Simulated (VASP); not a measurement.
# Ir (Fm-3m) in VASP: single point with r2SCAN

Aim: the single point of Ir with r2SCAN.

Everything below comes from runs of VASP 6.6.1. Logs are shortened: lines on timing, memory, paths and dates and some standing lists are left out, and cuts for length are marked.

### 1 The cell of the first run

The structure is cubic, space group Fm-3m (No. 225). The conventional cell has a = 3.831 Å, b = 3.831 Å, c = 3.831 Å, α = 90.00°, β = 90.00°, γ = 90.00°. Ir (site symmetry m-3m) has 12 Ir at 2.71 Å within 3.6 Å.

### 2 Single point, r2SCAN

POSCAR reads:

```
Ir
1.0
    0.0000000000      1.9156000000      1.9156000000
    1.9156000000      0.0000000000      1.9156000000
    1.9156000000      1.9156000000      0.0000000000
Ir
1
Direct
    0.0000000000      0.0000000000      0.0000000000
```

INCAR.step1 reads:

```
PREC = Accurate
ENCUT = 550
ISMEAR = 0
SIGMA = 0.05
LREAL = False
LASPH = True
NELM = 120
NBANDS = 10
GGA = PE
ALGO = Normal
EDIFF = 1E-5
LWAVE = True
LCHARG = False
GGA_COMPAT = False
```

INCAR.step2 reads:

```
PREC = Accurate
ENCUT = 550
EDIFF = 1E-6
ISMEAR = 0
SIGMA = 0.05
LREAL = False
LASPH = True
NELM = 120
ALGO = Normal
ISIF = 2
LWAVE = False
LCHARG = False
METAGGA = R2SCAN
LMIXTAU = True
NBANDS = 10
ISTART = 1
GGA_COMPAT = False
```

KPOINTS reads:

```
regular mesh
0
Gamma
  11 11 11
```

Potentials or basis: VASP PAW PBE potentials, release 64 (Ir).

Launch:

```bash
cat potpaw_PBE.64/Ir/POTCAR > POTCAR
cp INCAR.step1 INCAR
mpirun -np 1 vasp_std > vasp.out
cp INCAR.step2 INCAR
mpirun -np 1 vasp_std > vasp.out
```

OUTCAR:

```text
PREC = Accurate
   ENCUT = 550
   EDIFF = 1E-6
   ISMEAR = 0
   LREAL = False
   LASPH = True
   NELM = 120
   ISIF = 2
   METAGGA = R2SCAN
   ISTART = 1

 ion  position               nearest neighbor table
   1  0.000  0.000  0.000-

  LATTYP: Found a face centered cubic cell.
 ALAT       =     3.8312000000

  Lattice vectors:

 A1 = (   0.0000000000,   1.9156000000,   1.9156000000)
 A2 = (   1.9156000000,   0.0000000000,   1.9156000000)
 A3 = (   1.9156000000,   1.9156000000,   0.0000000000)

Analysis of symmetry for initial positions (statically):
=====================================================================
 Subroutine PRICEL returns:
 Original cell was already a primitive cell.

 Routine SETGRP: Setting up the symmetry group for a
 face centered cubic supercell.

 Subroutine GETGRP returns: Found 48 space group operations
 (whereof 48 operations were pure point group operations)
 out of a pool of 48 trial point group operations.

The static configuration has the point symmetry O_h .

Analysis of symmetry for dynamics (positions and initial velocities):
=====================================================================
 Subroutine PRICEL returns:
 Original cell was already a primitive cell.

 Routine SETGRP: Setting up the symmetry group for a
 face centered cubic supercell.

 Subroutine GETGRP returns: Found 48 space group operations
 (whereof 48 operations were pure point group operations)
 out of a pool of 48 trial point group operations.

The dynamic configuration has the point symmetry O_h .

 Subroutine INISYM returns: Found 48 space group operations
 (whereof 48 operations are pure point group operations),
 and found     1 'primitive' translations

----------------------------------------------------------------------------------------

                                     Primitive cell

  volume of cell :      14.0587

  direct lattice vectors                    reciprocal lattice vectors
     0.000000000  1.915600000  1.915600000    -0.261014826  0.261014826  0.261014826
     1.915600000  0.000000000  1.915600000     0.261014826 -0.261014826  0.261014826
     1.915600000  1.915600000  0.000000000     0.261014826  0.261014826 -0.261014826

  length of vectors
     2.709067500  2.709067500  2.709067500     0.452090940  0.452090940  0.452090940

  position of ions in fractional coordinates (direct lattice)
     0.000000000  0.000000000  0.000000000

  ion indices of the primitive-cell ions
   primitive index   ion index
                 1           1

----------------------------------------------------------------------------------------

 KPOINTS: regular mesh

Automatic generation of k-mesh.
 Grid dimensions read from file:
 generate k-points for:   11   11   11

 Generating k-lattice:

  Cartesian coordinates                     Fractional coordinates (reciprocal lattice)
    -0.023728621  0.023728621  0.023728621     0.090909091  0.000000000  0.000000000
     0.023728621 -0.023728621  0.023728621     0.000000000  0.090909091  0.000000000
     0.023728621  0.023728621 -0.023728621     0.000000000  0.000000000  0.090909091

  Length of vectors
     0.041099176  0.041099176  0.041099176

  Shift w.r.t. Gamma in fractional coordinates (k-lattice)
     0.000000000  0.000000000  0.000000000

 Subroutine IBZKPT returns following result:
 ===========================================

 Found     56 irreducible k-points:

 Following reciprocal coordinates:
            Coordinates               Weight
  0.000000  0.000000  0.000000      1.000000
  0.090909  0.000000  0.000000      8.000000
  0.181818  0.000000  0.000000      8.000000
  0.272727  0.000000  0.000000      8.000000
  0.363636  0.000000  0.000000      8.000000
  0.454545  0.000000  0.000000      8.000000
[... 16 lines left out ...]
 -0.272727  0.181818  0.000000     24.000000
 -0.181818  0.181818  0.000000     12.000000
 [... further k-points ...]
   k-points           NKPTS =     56   k-points in BZ     NKDIM =     56   number of bands    NBANDS=     10
   number of dos      NEDOS =    301   number of ions     NIONS =      1
   total plane-waves  NPLWV =  13824
   dimension x,y,z NGX =    24 NGY =   24 NGZ =   24
   dimension x,y,z NGXF=    48 NGYF=   48 NGZF=   48
   ions per type =               1
   NGX,Y,Z   is equivalent  to a cutoff of  14.73, 14.73, 14.73 a.u.
   NGXF,Y,Z  is equivalent  to a cutoff of  29.46, 29.46, 29.46 a.u.
 SYSTEM =  unknown system
   PREC   = accura    normal or accurate (medium, high low for compatibility)
   ISTART =      1    job   : 0-new  1-cont  2-samecut
   ICHARG =      0    charge: 1-file 2-atom 10-const
   ISPIN  =      1    spin polarized calculation?
   LNONCOLLINEAR =      F non collinear calculations
   LSORBIT =      F    spin-orbit coupling
   LASPH  =      T    aspherical Exc in radial PAW
   ENCUT  =  550.0 eV  40.42 Ry    6.36 a.u.   5.18  5.18  5.18*2*pi/ulx,y,z
   NELM   =    120;   NELMIN=  2; NELMDL=  0     # of ELM steps
   EDIFF  = 0.1E-05   stopping-criterion for ELM
   LREAL  =      F    real-space projection
   EDIFFG = 0.1E-04   stopping-criterion for IOM
   NSW    =      0    number of steps for IOM
   IBRION =     -1    ionic relax: 0-MD 1-quasi-New 2-CG
   NFREE  =      0    steps in history (QN), initial steepest desc. (CG)
   ISIF   =      2    stress and relaxation
   ISYM   =      2    0-nonsym 1-usesym 2-fastsym
   POTIM  = 0.5000    time-step for ionic-motion
   TEBEG  =    0.0;   TEEND  =   0.0 temperature during run
   PSTRESS=    0.0 pullay stress
   NELECT =       9.0000    total number of electrons
   NUPDOWN=      -1.0000    fix difference up-down
   EMIN   =  10.00;   EMAX   =-10.00  energy-range for DOS
   EFERMI =   0.00;   METHOD = LEGACY
   ISMEAR =     0;   SIGMA  =   0.05  broadening in eV -4-tet -1-fermi 0-gaus
   EFERMI_NEDOS =   21; number of points for ismear=-14 and -15
   IALGO  =     38    algorithm
   IMIX   =      4    mixing-type and parameters
     AMIX     =   0.40;   BMIX     =  1.00
     AMIX_MAG =   1.60;   BMIX_MAG =  1.00
  volume/ion in A,a.u.               =      14.06        94.87
  Fermi-wavevector in a.u.,A,eV,Ry     =   1.410937  2.666284 27.085691  1.990742
  Thomas-Fermi vector in A             =   2.532839
   LORBIT       =      0    0 simple, 1 ext, 2 COOP (PROOUT), +10 PAW based schemes
   METAGGA = R2SCAN    functional components
   LHFCALC =     F    Hartree Fock is set to
   AEXX    =    0.0000 exact exchange contribution
   IVDW    =     0    specifies the selected vdW correction
   LEPSILON=     F    determine dielectric tensor
   LRPA    =     F    only Hartree local field effects (RPA)
 non-spin polarized calculation
 Gauss-broadening in eV      SIGMA  =   0.05
  energy-cutoff  :      550.00
  volume of cell :       14.06
 maximum number of plane-waves:       428
 NGX is ok and might be reduce to    24
   NGX = 11   NGY = 11   NGZ = 11

 number of electron       9.0000000 magnetization

 Free energy of the ion-electron system (eV)
  ---------------------------------------------------
  ext. energy  EPLUGINS =         0.00000000
  ---------------------------------------------------
  free energy    TOTEN  =       -52.33422577 eV

  energy without entropy =      -52.33270259  energy(sigma->0) =      -52.33346418

 E-fermi :  10.2416     XC(G=0): -15.3718

 val. band max:       10.2022168067   @ k =  -0.3636   0.0909   0.0000
 cond. band min:      10.2505735673   @ k =   0.4545   0.3636   0.0000
 fundamental gap:      0.0483567606
 Fermi energy:        10.2415862618

 k-point     1 :       0.0000    0.0000    0.0000
  band No.  band energies     occupation
      1      -1.3128      2.00000
      2       6.2490      2.00000
      3       6.2490      2.00000
      4       6.2490      2.00000
      5       8.9856      2.00000
      6       8.9856      2.00000
      7      25.3679      0.00000
      8      31.2799      0.00000
      9      31.2799      0.00000
     10      31.2799      0.00000

 k-point     2 :       0.0909    0.0000    0.0000
  band No.  band energies     occupation
      1      -0.9307      2.00000
      2       6.0509      2.00000
      3       6.4091      2.00000
      4       6.4091      2.00000
      5       8.8893      2.00000
      6       8.8893      2.00000
      7      26.0113      0.00000
      8      29.6121      0.00000
      9      31.9000      0.00000
     10      31.9000      0.00000

 k-point     3 :       0.1818    0.0000    0.0000
  band No.  band energies     occupation
      1       0.0925      2.00000
      2       5.6926      2.00000
      3       6.6920      2.00000
      4       6.6920      2.00000
      5       8.8525      2.00000
      6       8.8525      2.00000
      7      26.8826      0.00000
      8      27.5296      0.00000
      9      33.6003      0.00000
     10      33.6003      0.00000

 k-point     4 :       0.2727    0.0000    0.0000
  band No.  band energies     occupation
      1       1.2507      2.00000
      2       5.8552      2.00000
      3       6.6371      2.00000
      4       6.6371      2.00000
      5       9.4065      2.00000
      6       9.4065      2.00000
      7      24.2401      0.00000
      8      27.6857      0.00000
      9      35.4416      0.00000
     10      35.4416      0.00000
[... 222 lines left out ...]
 k-point    22 :      -0.3636    0.1818    0.0000
  band No.  band energies     occupation
      1       3.0203      2.00000
      2       5.3296      2.00000
      3       6.6357      2.00000
      4       7.1125      2.00000
      5      10.1517      1.98896
      6      13.8838      0.00000
      7      19.4978      0.00000
      8      26.4039      0.00000
      9      28.5086      0.00000
     10      32.0816      0.00000

 k-point    23 :      -0.2727    0.1818    0.0000
  band No.  band energies     occupation
      1       2.9698      2.00000
      2       5.3536      2.00000
      3       5.8686      2.00000
      4       7.3113      2.00000
      5       8.8889      2.00000
      6      12.4859      0.00000
      7      22.7650      0.00000
      8      27.0604      0.00000
      9      29.0744      0.00000
     10      34.2925      0.00000

 k-point    24 :      -0.1818    0.1818    0.0000
  band No.  band energies     occupation
      1       2.0359      2.00000
      2       5.0132      2.00000
      3       6.4019      2.00000
      4       7.7233      2.00000
      5       7.7565      2.00000
      6      10.9865      0.00000
      7      25.3139      0.00000
      8      28.3714      0.00000
      9      30.9564      0.00000
     10      31.8285      0.00000

 [... further k-points ...]

------------------------ aborting loop because EDIFF is reached ----------------------------------------

  FORCE on cell =-STRESS in cart. coord.  units (eV):
  Direction    XX          YY          ZZ          XY          YZ          ZX
  --------------------------------------------------------------------------------------
  -------------------------------------------------------------------------------------
  Total        0.6247881      0.6247881      0.6247881      0.0000000      0.0000000     -0.0000000
  in kB       71.2030937     71.2030937     71.2030937      0.0000000      0.0000000     -0.0000000
  external PRESSURE =      71.2030937 kB  Pullay stress =       0.0000000 kB

 VOLUME and BASIS-vectors are now :
 -----------------------------------------------------------------------------
  energy-cutoff  :      550.00
  volume of cell :       14.06
      direct lattice vectors                 reciprocal lattice vectors
     0.000000000  1.915600000  1.915600000    -0.261014826  0.261014826  0.261014826
     1.915600000  0.000000000  1.915600000     0.261014826 -0.261014826  0.261014826
     1.915600000  1.915600000  0.000000000     0.261014826  0.261014826 -0.261014826

 POSITION                                       TOTAL-FORCE (eV/Angst)
 -----------------------------------------------------------------------------------
      0.00000      0.00000      0.00000         0.000000      0.000000      0.000000
 -----------------------------------------------------------------------------------
    total drift:                               -0.000000      0.000000     -0.000000

  FREE ENERGIE OF THE ION-ELECTRON SYSTEM (eV)
  ---------------------------------------------------
  free  energy   TOTEN  =       -52.3342257723 eV

  energy  without entropy=      -52.3327025943  energy(sigma->0) =      -52.33346418
```

Run time: 20 s. Hardware: 1 thread of Intel Xeon Platinum 8488C (Sapphire Rapids), shared host; peak memory 0.15 GiB.

Results:

```yaml
Free_energy: -52.3342 eV
Pressure: 7.1 GPa
```

Levels at points of the mesh, in eV from the Fermi level:
```
           k point  band 1  band 2  band 3  band 4  band 5  band 6  band 7  band 8  band 9
(0.00, 0.00, 0.00)  -11.55   -3.99   -3.99   -3.99   -1.26   -1.26   15.13   21.04   21.04
```

Caveat: the PAW data sets were made with another functional, which shifts forces and pressure a little; spin-orbit coupling is left out, which moves the levels of the heavy elements.
